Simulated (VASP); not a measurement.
# Cu16NO in VASP: further runs

The runs below take Cu16NO through single point, with PBEsol.

All numbers are computed with VASP 6.6.1; they aren't measurements. Logs are shortened: lines on timing, memory, paths and dates and some standing lists are left out, and cuts for length are marked.

### 1 The cell of the first run

The cell holds a slab with vacuum, 18 atoms: a = 5.105 Å, b = 5.105 Å, c = 17.253 Å, α = 90.00°, β = 90.00°, γ = 60.00°.

### 2 Single point, PBEsol

INCAR reads:

```
ALGO     = Normal         # electronic algorithm
EDIFF    = 1E-6           # SCF threshold, eV
ENCUT    = 520            # plane-wave cutoff, eV
GGA      = PS             # functional
ISIF     = 2              # what is computed and relaxed
ISMEAR   = -1             # smearing method
LASPH    = T              # aspherical terms in the spheres
LCHARG   = F              # write CHGCAR
LREAL    = Auto         
LWAVE    = F              # write WAVECAR
NBANDS   = 108            # bands
NELM     = 100            # most SCF steps
PREC     = Accurate       # precision mode
SIGMA    = 0.1            # smearing width, eV
```

KPOINTS reads:

```
k-points
0
Gamma
  3 3 1
```

POSCAR reads:

```
Cu16NO
1.0
    5.1053110000      0.0000000000      0.0000000000
    2.5526550000      4.4213290000      0.0000000000
    0.0000000000      0.0000000000     17.2527030000
Cu N O
16 1 1
Direct
    0.0000000000      0.0000000000      0.0579619321
    0.5000087164      0.0000000000      0.0579619321
   -0.0000094012      0.5000080293      0.0579619321
    0.4999993152      0.5000080293      0.0579619321
    0.1852517303      0.1474669720      0.1803659403
    0.6950583600      0.1340999505      0.1705413928
    0.1689267843      0.6555042613      0.1780300745
    0.6661129214      0.6771719544      0.1705703738
   -0.1659432106      0.2970600016      0.2916702386
    0.3721766424      0.3113317285      0.2912471165
   -0.1485465344      0.7777299540      0.2974316546
    0.3314256442      0.8309266286      0.3057202109
   -0.0437371860      0.0242461034      0.4241886040
    0.4659953116      0.0422497398      0.4157203657
   -0.0834892543      0.5602161703      0.4183402450
    0.4702095791      0.5251136027      0.4151929121
    0.1906216340      0.1354343909      0.4896681987
    0.2084351760      0.1326750396      0.5598658946
```

Potentials or basis: VASP PAW PBE potentials, release 64 (Cu, N, O).

The run is started by

```
$ cat potpaw_PBE.64/Cu/POTCAR potpaw_PBE.64/N/POTCAR potpaw_PBE.64/O/POTCAR > POTCAR
$ mpirun -np 1 vasp_std > vasp.out
```

OUTCAR:

```text
EDIFF = 1E-6
   ENCUT = 520
   GGA = PS
   ISIF = 2
   ISMEAR = -1
   LASPH = T
   LREAL = Auto
   NELM = 100
   PREC = Accurate

 ion  position               nearest neighbor table
   1  0.000  0.000  0.058-   6 2.37   2 2.55   4 2.55   3 2.55   3 2.55   4 2.55   2 2.55   7 2.57
                             5 2.58
   2  0.500  0.000  0.058-   8 2.41   6 2.43   5 2.53   3 2.55   1 2.55   4 2.55   4 2.55   1 2.55
                             3 2.55
   3  1.000  0.500  0.058-   8 2.44   7 2.52   2 2.55   4 2.55   1 2.55   1 2.55   4 2.55   2 2.55
                             5 2.63
   4  0.500  0.500  0.058-   8 2.47   6 2.53   7 2.54   3 2.55   1 2.55   2 2.55   2 2.55   1 2.55
                             3 2.55
   5  0.185  0.147  0.180-   8 2.43  10 2.46   9 2.47   2 2.53   6 2.54   7 2.55   7 2.55   6 2.57
                             1 2.58  12 2.58   3 2.63   8 2.68
   6  0.695  0.134  0.171-   1 2.37   8 2.41   2 2.43   7 2.43   9 2.48  10 2.53   4 2.53   5 2.54
                             5 2.57   7 2.68  11 2.70   8 2.70
   7  0.169  0.656  0.178-   6 2.43  10 2.48  11 2.50   8 2.52   3 2.52   4 2.54   5 2.55   5 2.55
                             1 2.57   8 2.60  12 2.66   6 2.68
   8  0.666  0.677  0.171-   6 2.41   2 2.41   5 2.43   3 2.44   4 2.47   7 2.52  11 2.54   7 2.60
                             5 2.68   9 2.68   6 2.70  12 2.76
   9  0.834  0.297  0.292-  10 2.32   5 2.47  12 2.48   6 2.48  11 2.50  13 2.59  11 2.61  12 2.66
                            16 2.68   8 2.68  15 2.71  10 2.78
  10  0.372  0.311  0.291-   9 2.32   5 2.46  14 2.46   7 2.48   6 2.53  11 2.53  16 2.56  12 2.57
                            12 2.58  11 2.60   9 2.78
  11  0.851  0.778  0.297-  15 2.31   7 2.50   9 2.50  10 2.53  12 2.53   8 2.54  10 2.60  12 2.60
                             9 2.61  14 2.68   6 2.70  13 2.71
  12  0.331  0.831  0.306-  16 2.32  14 2.45   9 2.48  11 2.53  10 2.57  10 2.58   5 2.58  11 2.60
                            13 2.63   9 2.66   7 2.66   8 2.76
  13  0.956  0.024  0.424-  17 1.93  14 2.46  15 2.48  16 2.52   9 2.59  16 2.59  12 2.63  15 2.64
                            14 2.65  11 2.71
  14  0.466  0.042  0.416-  17 1.78  15 2.38  12 2.45  13 2.46  10 2.46  16 2.48  16 2.63  13 2.65
                            11 2.68  15 2.73
  15  0.917  0.560  0.418-  17 2.27  11 2.31  16 2.37  14 2.38  13 2.48  13 2.64   9 2.71  14 2.73
                            16 2.74
  16  0.470  0.525  0.415-  12 2.32  15 2.37  14 2.48  13 2.52  10 2.56  13 2.59  14 2.63   9 2.68
                            15 2.74
  17  0.191  0.135  0.490-  18 1.21  14 1.78  13 1.93  15 2.27
  18  0.208  0.133  0.560-  17 1.21

  LATTYP: Found a hexagonal cell.
 ALAT       =     5.1053107325
 C/A-ratio  =     3.3793639416

  Lattice vectors:

 A1 = (  -2.5526550000,  -4.4213290000,   0.0000000000)
 A2 = (   5.1053110000,   0.0000000000,   0.0000000000)
 A3 = (   0.0000000000,   0.0000000000,  17.2527030000)

Analysis of symmetry for initial positions (statically):
=====================================================================
 Subroutine PRICEL returns:
 Original cell was already a primitive cell.

 Routine SETGRP: Setting up the symmetry group for a
 hexagonal supercell.

 Subroutine GETGRP returns: Found  1 space group operations
 (whereof  1 operations were pure point group operations)
 out of a pool of 24 trial point group operations.

The static configuration has the point symmetry C_1 .

Analysis of symmetry for dynamics (positions and initial velocities):
=====================================================================
 Subroutine PRICEL returns:
 Original cell was already a primitive cell.

 Routine SETGRP: Setting up the symmetry group for a
 hexagonal supercell.

 Subroutine GETGRP returns: Found  1 space group operations
 (whereof  1 operations were pure point group operations)
 out of a pool of 24 trial point group operations.

The dynamic configuration has the point symmetry C_1 .

 Subroutine INISYM returns: Found  1 space group operations
 (whereof  1 operations are pure point group operations),
 and found     1 'primitive' translations

----------------------------------------------------------------------------------------

                                     Primitive cell

  volume of cell :     389.4325

  direct lattice vectors                    reciprocal lattice vectors
     5.105311000  0.000000000  0.000000000     0.195874453 -0.113088147  0.000000000
[... 48 lines left out ...]

 KPOINTS: k-points

Automatic generation of k-mesh.
 Grid dimensions read from file:
 generate k-points for:    3    3    1

 Generating k-lattice:

  Cartesian coordinates                     Fractional coordinates (reciprocal lattice)
     0.065291484 -0.037696049  0.000000000     0.333333333  0.000000000  0.000000000
     0.000000000  0.075392112  0.000000000     0.000000000  0.333333333  0.000000000
     0.000000000  0.000000000  0.057961932     0.000000000  0.000000000  1.000000000

  Length of vectors
     0.075392109  0.075392112  0.057961932

  Shift w.r.t. Gamma in fractional coordinates (k-lattice)
     0.000000000  0.000000000  0.000000000

 Subroutine IBZKPT returns following result:
 ===========================================

 Found      5 irreducible k-points:

 Following reciprocal coordinates:
            Coordinates               Weight
  0.000000  0.000000  0.000000      1.000000
  0.333333 -0.000000  0.000000      2.000000
  0.333333  0.333333  0.000000      2.000000
  0.000000  0.333333  0.000000      2.000000
 -0.333333  0.333333  0.000000      2.000000
   k-points           NKPTS =      5   k-points in BZ     NKDIM =      5   number of bands    NBANDS=    108
   number of dos      NEDOS =    301   number of ions     NIONS =     18
   total plane-waves  NPLWV = 204800
   dimension x,y,z NGX =    40 NGY =   40 NGZ =  128
   dimension x,y,z NGXF=    80 NGYF=   80 NGZF=  256
   ions per type =              16   1   1
   NGX,Y,Z   is equivalent  to a cutoff of  13.03, 13.03, 12.33 a.u.
   NGXF,Y,Z  is equivalent  to a cutoff of  26.05, 26.05, 24.67 a.u.
 SYSTEM =  unknown system
   PREC   = accura    normal or accurate (medium, high low for compatibility)
   ISTART =      0    job   : 0-new  1-cont  2-samecut
   ICHARG =      2    charge: 1-file 2-atom 10-const
   ISPIN  =      1    spin polarized calculation?
   LNONCOLLINEAR =      F non collinear calculations
   LSORBIT =      F    spin-orbit coupling
   LASPH  =      T    aspherical Exc in radial PAW
   ENCUT  =  520.0 eV  38.22 Ry    6.18 a.u.   9.49  9.49 32.08*2*pi/ulx,y,z
   NELM   =    100;   NELMIN=  2; NELMDL= -5     # of ELM steps
   EDIFF  = 0.1E-05   stopping-criterion for ELM
   LREAL  =      T    real-space projection
   EDIFFG = 0.1E-04   stopping-criterion for IOM
   NSW    =      0    number of steps for IOM
   IBRION =     -1    ionic relax: 0-MD 1-quasi-New 2-CG
   NFREE  =      0    steps in history (QN), initial steepest desc. (CG)
   ISIF   =      2    stress and relaxation
   ISYM   =      2    0-nonsym 1-usesym 2-fastsym
   POTIM  = 0.5000    time-step for ionic-motion
   TEBEG  =    0.0;   TEEND  =   0.0 temperature during run
   PSTRESS=    0.0 pullay stress
   NELECT =     187.0000    total number of electrons
   NUPDOWN=      -1.0000    fix difference up-down
   EMIN   =  10.00;   EMAX   =-10.00  energy-range for DOS
   EFERMI =   0.00;   METHOD = LEGACY
   ISMEAR =    -1;   SIGMA  =   0.10  broadening in eV -4-tet -1-fermi 0-gaus
   EFERMI_NEDOS =   21; number of points for ismear=-14 and -15
   IALGO  =     38    algorithm
   IMIX   =      4    mixing-type and parameters
     AMIX     =   0.40;   BMIX     =  1.00
     AMIX_MAG =   1.60;   BMIX_MAG =  1.00
  volume/ion in A,a.u.               =      21.64       146.00
  Fermi-wavevector in a.u.,A,eV,Ry     =   1.281970  2.422573 22.360466  1.643448
  Thomas-Fermi vector in A             =   2.414309
   LORBIT       =      0    0 simple, 1 ext, 2 COOP (PROOUT), +10 PAW based schemes
   GGA     = PS    functional components
   LHFCALC =     F    Hartree Fock is set to
   AEXX    =    0.0000 exact exchange contribution
   IVDW    =     0    specifies the selected vdW correction
   LEPSILON=     F    determine dielectric tensor
   LRPA    =     F    only Hartree local field effects (RPA)
 non-spin polarized calculation
  energy-cutoff  :      520.00
  volume of cell :      389.43
 maximum number of plane-waves:     10529
 NGX is ok and might be reduce to    40
   NGX = 19   NGY = 19   NGZ = 65

 number of electron     187.0000026 magnetization

 Free energy of the ion-electron system (eV)
  ---------------------------------------------------
  ext. energy  EPLUGINS =         0.00000000
  ---------------------------------------------------
  free energy    TOTEN  =       -77.36531334 eV

  energy without entropy =      -77.06356188  energy(sigma->0) =      -77.21443761

 E-fermi :   1.4358     XC(G=0):  -7.6814

 val. band max:        1.4222044462   @ k =   0.3333  -0.0000   0.0000
 cond. band min:       1.5246589405   @ k =   0.0000   0.3333   0.0000
 fundamental gap:      0.1024544943
 Fermi energy:         1.4357561272

 k-point     1 :       0.0000    0.0000    0.0000
  band No.  band energies     occupation
      1     -23.3824      2.00000
      2     -11.9690      2.00000
      3      -7.5578      2.00000
      4      -6.8609      2.00000
      5      -6.3457      2.00000
      6      -6.0807      2.00000
[... 529 lines left out ...]
    104       5.2263      0.00000
    105       5.6950      0.00000
 [bands above 105 left out]

------------------------ aborting loop because EDIFF is reached ----------------------------------------

  FORCE on cell =-STRESS in cart. coord.  units (eV):
  Direction    XX          YY          ZZ          XY          YZ          ZX
  --------------------------------------------------------------------------------------
  -------------------------------------------------------------------------------------
  Total       -4.2120685     -5.8033590     -1.0962328     -0.1098495     -0.2518338     -1.3734040
  in kB      -17.3290127    -23.8757946     -4.5100484     -0.4519355     -1.0360780     -5.6503679
  external PRESSURE =     -15.2382853 kB  Pullay stress =       0.0000000 kB

 VOLUME and BASIS-vectors are now :
 -----------------------------------------------------------------------------
  energy-cutoff  :      520.00
  volume of cell :      389.43
      direct lattice vectors                 reciprocal lattice vectors
     5.105311000  0.000000000  0.000000000     0.195874453 -0.113088147  0.000000000
     2.552655000  4.421329000  0.000000000     0.000000000  0.226176337  0.000000000
     0.000000000  0.000000000 17.252703000     0.000000000  0.000000000  0.057961932

 POSITION                                       TOTAL-FORCE (eV/Angst)
 -----------------------------------------------------------------------------------
      0.00000      0.00000      1.00000         0.283932     -0.103447     -0.105263
      2.55270      0.00000      1.00000        -0.155065      0.152037     -0.266737
      6.38161      2.21070      1.00000         0.107257     -0.177910      0.078540
      3.82900      2.21070      1.00000        -0.080428     -0.015709      0.046526
      1.32220      0.65200      3.11180        -0.208569      0.319246     -0.130182
      3.89080      0.59290      2.94230        -0.110847      0.812255      0.647661
[... 10 lines left out ...]
      1.31890      0.59880      8.44810        -0.825623      0.670028      0.870393
      1.40280      0.58660      9.65920        -0.182546      0.072582      0.069198
 -----------------------------------------------------------------------------------
    total drift:                                0.001539     -0.000288     -0.004603

  FREE ENERGIE OF THE ION-ELECTRON SYSTEM (eV)
  ---------------------------------------------------
  free  energy   TOTEN  =       -77.3653133356 eV

  energy  without entropy=      -77.0635618807  energy(sigma->0) =      -77.21443761
```

It took 16 min on 1 thread of Intel Xeon Platinum 8259CL at 2.50GHz (Skylake/Cascade Lake), shared host; peak memory 0.54 GiB.

Results:

```
Free energy            : -77.3653 eV
Largest force          : 1.485 eV/Å
Band gap on the k mesh : zero (an odd number of electrons rules out a gap without spin polarisation)
```

Forces on the atoms (eV/Å):
```
Cu   0.284 -0.103 -0.105
Cu  -0.155  0.152 -0.267
Cu   0.107 -0.178  0.079
Cu  -0.080 -0.016  0.047
Cu  -0.209  0.319 -0.130
Cu  -0.111  0.812  0.648
Cu   0.471 -0.246  0.042
Cu  -0.359 -0.915  0.861
Cu   0.707  0.288  0.192
Cu  -0.894  0.042  0.095
Cu   0.189  0.799 -0.350
Cu  -0.066 -0.029 -1.200
Cu   0.054 -0.015 -0.372
Cu   0.820 -0.176 -0.872
Cu   0.794 -1.190  0.400
Cu  -0.544 -0.289 -0.006
N   -0.826  0.670  0.870
O   -0.183  0.073  0.069
```

Caveat: the k points lie up to 0.47 Å⁻¹ apart, too coarse for converged energies and pressures of a metal; the standard files for N, O and F lose accuracy on very short bonds; there is no dipole correction, which matters where the two faces differ; the PAW data sets were made with another functional, which shifts forces and pressure a little. With open d or f shells a metallic result of PBEsol can be an artefact of self-interaction; +U or a hybrid may open a gap.

### 3 Single point, PBEsol

INCAR reads:

```
PREC = Accurate ; ENCUT = 520
EDIFF = 1E-6 ; ISMEAR = -1
SIGMA = 0.1 ; LREAL = Auto
LASPH = True ; NELM = 60
ALGO = Normal ; ISIF = 2
LWAVE = False ; LCHARG = False
GGA = PS ; NBANDS = 108
```

KPOINTS reads:

```
regular mesh
0
Gamma
  3 3 1
```

POSCAR reads:

```
Cu16NO
1.0
    5.1053110000      0.0000000000      0.0000000000
    2.5526550000      4.4213290000      0.0000000000
    0.0000000000      0.0000000000     17.2527030000
Cu N O
16 1 1
Direct
    0.0000000000      0.0000000000      0.0579619321
    0.5000087164      0.0000000000      0.0579619321
   -0.0000094012      0.5000080293      0.0579619321
    0.4999993152      0.5000080293      0.0579619321
    0.1699283025      0.1393698592      0.1784705852
    0.6990657548      0.1171141075      0.1782329412
    0.2091250232      0.6038229682      0.1735901905
    0.6682421113      0.6461179433      0.1777924306
   -0.1229040260      0.3003395585      0.2983938227
    0.3334593083      0.3350576263      0.2846858258
   -0.1473010002      0.8076757011      0.2972171955
    0.3701887795      0.7933587390      0.2946552781
   -0.0498362185      0.0420461811      0.4221425478
    0.4778686970      0.0208534583      0.4061624431
   -0.0274755399      0.5570949368      0.4336653799
    0.4392849316      0.5368973899      0.4202877659
    0.1028971185      0.2125152867      0.4927575696
    0.1498325698      0.1326298043      0.5599702261
```

Potentials or basis: VASP PAW PBE potentials, release 64 (Cu, N, O).

The run is started by

```
$ cat potpaw_PBE.64/Cu/POTCAR potpaw_PBE.64/N/POTCAR potpaw_PBE.64/O/POTCAR > POTCAR
$ mpirun -np 1 vasp_std > vasp.out
```

It took 14 min on 1 thread of Intel Xeon Platinum 8259CL at 2.50GHz (Skylake/Cascade Lake), shared host; peak memory 0.54 GiB.

The run converged. Its results:

| Item | Value |
| --- | --- |
| Free energy | -77.4152 eV |
| Largest force | 1.702 eV/Å |
| Band gap on the k mesh | zero (an odd number of electrons rules out a gap without spin polarisation) |

Forces on the atoms (eV/Å):
```
Cu   0.016 -0.110  0.080
Cu  -0.036 -0.038  0.217
Cu  -0.131 -0.093  0.088
Cu   0.175 -0.180 -0.110
Cu   0.102 -0.218 -0.334
Cu   0.068  0.144 -0.120
Cu  -0.368  1.229 -0.318
Cu   0.448 -0.286 -0.116
Cu  -0.574  0.259 -0.066
Cu   0.387 -0.913  1.383
Cu   0.151  0.201  0.343
Cu  -0.329  0.448  0.076
Cu  -0.163 -0.313 -0.453
Cu  -0.215  0.182  0.341
Cu  -0.726  0.023 -0.706
Cu   0.762 -0.168 -0.675
N    0.307 -0.380  0.081
O    0.128  0.212  0.288
```

Levels at points of the mesh, in eV from the Fermi level:
```tsv
k point	band 92	band 93	band 94	band 95	band 96	band 97
(0.00, 0.00, 0.00)	-0.25	0.06	0.27	0.30	0.79	0.91
```

Caveat: the k points lie up to 0.47 Å⁻¹ apart, too coarse for converged energies and pressures of a metal; the standard files for N, O and F lose accuracy on very short bonds; there is no dipole correction, which matters where the two faces differ; the PAW data sets were made with another functional, which shifts forces and pressure a little.

The gap in the log of VASP goes by the Fermi energy; the results here count the filled bands.